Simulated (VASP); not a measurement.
A run of VASP 6.6.1 is set up as follows.

INCAR

```
SYSTEM = ScRhC4N4
ALGO = Normal ; EDIFF = 1E-6
ENCUT = 520 ; GGA = PE
ISIF = 2 ; ISMEAR = 0
ISPIN = 2 ; LASPH = .TRUE.
LCHARG = .FALSE. ; LMAXMIX = 4
LORBIT = 11 ; LREAL = .FALSE.
LWAVE = .FALSE. ; MAGMOM = 0 1 0 0 0 0 0 0 0 0
NBANDS = 46 ; NELM = 150
PREC = Accurate ; SIGMA = 0.1
```

KPOINTS

```
k-points
0
G
  4 4 4
  0 0 0
```

File POSCAR:

```
ScRhC4N4
1.0
    6.2782895059      0.0000000000      0.0000000000
    0.0000000000      6.2782895059      0.0000000000
    0.0000000000      0.0000000000      6.2782895059
Sc Rh C N
1 1 4 4
Direct
    0.0000000000      0.0000000000      0.0000000000
    0.5000000000      0.5000000000      0.5000000000
    0.2042296105      0.2042296105      0.2042296105
    0.2042296105      0.7957703895      0.7957703895
    0.7957703895      0.2042296105      0.7957703895
    0.7957703895      0.7957703895      0.2042296105
    0.3122133669      0.3122133669      0.3122133669
    0.3122133669      0.6877866331      0.6877866331
    0.6877866331      0.3122133669      0.6877866331
    0.6877866331      0.6877866331      0.3122133669
```

Potentials or basis: VASP PAW PBE potentials, release 64 (Sc_sv, Rh_pv, C, N).

Command:

```console
$ cat potpaw_PBE.64/Sc_sv/POTCAR potpaw_PBE.64/Rh_pv/POTCAR potpaw_PBE.64/C/POTCAR potpaw_PBE.64/N/POTCAR > POTCAR
$ mpirun -np 1 vasp_std > vasp.out
```

Task: Predict the band gap on the k mesh.

Result: Zero (filled and empty bands overlap).

Task: What does it give for the largest force?

Result: 0.374 eV/Å.

Forces on the atoms (eV/Å):
```
Sc   0.000  0.000  0.000
Rh   0.000  0.000  0.000
C   -0.189 -0.189 -0.189
C   -0.189  0.189  0.189
C    0.189 -0.189  0.189
C    0.189  0.189 -0.189
N    0.216  0.216  0.216
N    0.216 -0.216 -0.216
N   -0.216  0.216 -0.216
N   -0.216 -0.216  0.216
```
